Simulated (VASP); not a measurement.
## MnAs: single point with PBEsol+U

Crystal: MnAs.

```
As Mn
1.0
     3.83259    0.00000    0.00000
    -1.91629    3.31912    0.00000
     0.00000    0.00000    6.02404
As Mn
2 2
Direct
  0.66667 0.33333 0.75000
  0.33333 0.66667 0.25000
  0.00000 0.00000 0.50000
  0.00000 0.00000 0.00000
```

| Quantity | Value |
| --- | --- |
| Program | VASP 6.6.1 |
| Task | single point |
| Functional | PBEsol |
| Potentials or basis | VASP PAW PBE potentials, release 64 (As_d, Mn_sv) |
| Cutoff | 680 eV |
| k mesh | 8 × 8 × 5 |
| Occupations | fermi-dirac, width 0.05 eV |
| Spin | collinear spin, ferromagnetic start |
| Starting moments | [0.0, 0.0, 4.0, 4.0] μB |
| Hubbard terms | Mn d U = 5.0 eV |
| Dipole correction | no |
| Further INCAR settings | ALGO = Normal; EDIFF = 1e-06; NBANDS = 42 |

```
Pressure                                              : -1.7 GPa
Net moment                                            : 8.06 μB per cell
Site moments                                          : As -0.36; Mn +4.21 μB
Valence electrons inside the program's atomic spheres : As 13.58; Mn 12.86
```

Stress tensor (GPa, compression positive):
```
-1.77  0.00  0.00
 0.00 -1.77  0.00
 0.00  0.00 -1.46
```

Levels at points of the mesh, in eV from the Fermi level:
Spin up:
| k point | band 30 | band 31 | band 32 | band 33 | band 34 | band 35 | band 36 | band 37 | band 38 | band 39 |
| --- | --- | --- | --- | --- | --- | --- | --- | --- | --- | --- |
| (0.00, 0.00, 0.00) | -4.52 | -3.31 | 0.57 | 0.57 | 1.22 | 1.74 | 1.74 | 3.40 | 3.45 | 6.39 |
| (0.50, 0.00, 0.00) | -4.33 | -3.77 | -3.01 | -2.91 | -1.77 | -0.40 | 1.94 | 3.87 | 4.04 | 4.62 |
Spin down:
```tsv
k point	band 23	band 24	band 25	band 26	band 27	band 28	band 29	band 30
(0.00, 0.00, 0.00)	-1.75	0.37	0.37	0.82	0.89	1.80	1.80	1.96
(0.50, 0.00, 0.00)	-3.04	-2.42	-1.84	-1.68	0.31	2.30	2.67	2.89
```

Eigenvalues of the final occupation matrices:
| site | spin | trace | eigenvalues |
| --- | --- | --- | --- |
| site 3 d | 1 | 4.44 | 0.87 0.87 0.90 0.90 0.90 |
| site 3 d | 2 | 0.26 | 0.02 0.02 0.03 0.10 0.10 |
| site 4 d | 1 | 4.44 | 0.87 0.87 0.90 0.90 0.90 |
| site 4 d | 2 | 0.26 | 0.02 0.02 0.03 0.10 0.10 |

Wall time 2.2 min on 1 thread of Intel(R) Xeon(R) 6975P-C (Granite Rapids), on a shared host, peak memory 0.43 GiB.

Caveat: the PAW data sets were made with another functional, which shifts forces and pressure a little; the run started ferromagnetic, and an antiferromagnetic order may lie lower in energy; the U is typed as a test and isn't derived for this compound. The state reached can hang on the start; a lower one may exist.
